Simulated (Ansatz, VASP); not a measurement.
Two plane-wave programs on CdSe

INCAR

```
PREC = Accurate ; ENCUT = 520
EDIFF = 1E-6 ; ISMEAR = 0
SIGMA = 0.05 ; LREAL = False
LASPH = True ; NELM = 80
ALGO = Normal ; ISIF = 2
LWAVE = False ; LCHARG = False
GGA = PE ; NBANDS = 16
```

Contents of KPOINTS:

```
Automatic mesh
0
Gamma
  10 10 10
```

File POSCAR:

```
CdSe
1.0
    0.0000000000      3.0702711986      3.0702711986
    3.0702711986      0.0000000000      3.0702711986
    3.0702711986      3.0702711986      0.0000000000
Cd Se
1 1
Direct
    0.0000000000      0.0000000000      0.0000000000
    0.6653795856      0.7782068048      0.7782068048
```

Input for Ansatz:

```yaml
crystal:
  lattice:
    - [0.0, 3.0702711986, 3.0702711986]
    - [3.0702711986, 0.0, 3.0702711986]
    - [3.0702711986, 3.0702711986, 0.0]
  atoms:
    - { symbol: Cd, position: [0.0, 0.0, 0.0] }
    - { symbol: Se, position: [0.6653795856, 0.7782068048, 0.7782068048] }
basis:
  ecutwfc: 420
kpoints:
  mp_grid: { grid: [10, 10, 10] }
hamiltonian:
  xc: pbe
scf:
  occupations: { method: gaussian, width: 0.05 }
output:
  forces: true
  stress: true
  eigenvalues: true
```

Change from the starting cell: all Se atoms moved +0.300 Å, as atom 2 towards its neighbour atom 1 (Cd) at 2.659 Å.

Alike in both runs: task single point; functional PBE; k mesh 10 × 10 × 10; occupations gaussian, width 0.05 eV; no spin polarisation.

|  | VASP | Ansatz |
| --- | --- | --- |
| version | VASP 6.6.1 | Ansatz 0.2.0 |
| potentials or method | VASP PAW PBE potentials, release 64 (Cd, Se), cutoff 520 eV | scalar-relativistic, plane waves, PAW |
| valence electrons in the cell | 18 | 36 |

Ansatz gave:

* gap on the k mesh at the Fermi level (eV): 0.53
* least direct gap on the mesh (eV): 0.53
* pressure (GPa): 3.7
* traceless stress, the component that is largest in VASP (GPa): -4.84
* rms of the force components (eV/Å): 1.469

What did VASP give for the same quantities?

gap on the k mesh at the Fermi level (eV): 0.53; least direct gap on the mesh (eV): 0.53; pressure (GPa): 4.1; traceless stress, the component that is largest in VASP (GPa): -5.02; rms of the force components (eV/Å): 1.513.

Atom by atom the forces differ by 0.043 eV/Å (rms over components). With one functional, cell and mesh, what is left measures potentials, basis and numerics. VASP's potentials hold 18 valence electrons a cell and Ansatz's 36, so a difference there can come from the potentials and not from the codes.
